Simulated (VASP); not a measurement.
Here is a VASP 6.6.1 calculation.

Contents of INCAR:

```
SYSTEM = As
ALGO = Normal
EDIFF = 1E-6
EDIFFG = -0.005
ENCUT = 600
GGA = PE
IBRION = 2
ISIF = 3
ISMEAR = -1
LASPH = .True.
LCHARG = .False.
LREAL = .False.
LWAVE = .False.
NELM = 60
NSW = 60
PREC = Accurate
SIGMA = 0.05
```

File KPOINTS:

```
k-points
0
Gamma
  15 15 14
  0 0 0
```

Contents of POSCAR:

```
As
1.0
    2.8954060997      0.0000000000      0.0000000000
   -1.4477030498      2.5074952366      0.0000000000
    0.0000000000      0.0000000000      2.7216817337
As
1
Direct
    0.0000000000      0.0000000000      0.0000000000
```

Potentials or basis: VASP PAW PBE potentials, release 64 (As).

The run is started by

```console
$ cat potpaw_PBE.64/As/POTCAR > POTCAR
$ mpirun -np 1 vasp_std > vasp.out
```

(1) Predict the relaxed cell.

(2) Estimate the space group after relaxing (to 0.05 Å).

Answers

(1) a = 2.913 Å, b = 2.913 Å, c = 2.733 Å, α = 90.00°, β = 90.00°, γ = 120.00°.

(2) P6/mmm (No. 191).
